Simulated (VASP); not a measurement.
**ZnO: single point with r2SCAN**

ZnO:

```
CELL_PARAMETERS angstrom
3.23735 0.00000 0.00000
-1.61868 2.80363 0.00000
0.00000 0.00000 5.22206
ATOMIC_POSITIONS crystal
Zn 0.66667 0.33333 0.50059
Zn 0.33333 0.66667 0.00059
O 0.66667 0.33333 0.87972
O 0.33333 0.66667 0.37972
```

* Program: VASP 6.6.1
* Task: single point
* Functional: r2SCAN
* Potentials or basis: VASP PAW PBE potentials, release 64 (Zn, O_h)
* Cutoff: 1480 eV
* k mesh: 12 × 12 × 7
* Occupations: fermi-dirac, width 0.01 eV
* Spin: no spin polarisation

The pressure is 0.5 GPa and the largest force is 0.004 eV/Å. The band gap on the k mesh is 1.23 eV.

Forces on the atoms (eV/Å):
```
Zn   0.000  0.000 -0.004
Zn   0.000  0.000 -0.004
O    0.000  0.000  0.004
O    0.000  0.000  0.004
```

Levels at points of the mesh, in eV from the valence-band top:
```tsv
k point	band 14	band 15	band 16	band 17	band 18	band 19	band 20	band 21	band 22	band 23
(0.00, 0.00, 0.00)	-0.81	-0.81	-0.09	0.00	0.00	1.23	5.87	8.81	13.74	13.74
(0.50, 0.00, 0.00)	-3.57	-2.86	-2.32	-1.31	-0.86	6.42	7.36	8.07	9.31	11.36
```

Run time: 32 min on 1 thread of Intel(R) Xeon(R) Platinum 8259CL CPU @ 2.50GHz (Skylake/Cascade Lake) (shared host), peak memory 0.64 GiB.

Caveat: the PAW data sets were made with another functional, which shifts forces and pressure a little. A k mesh can miss the band edges.
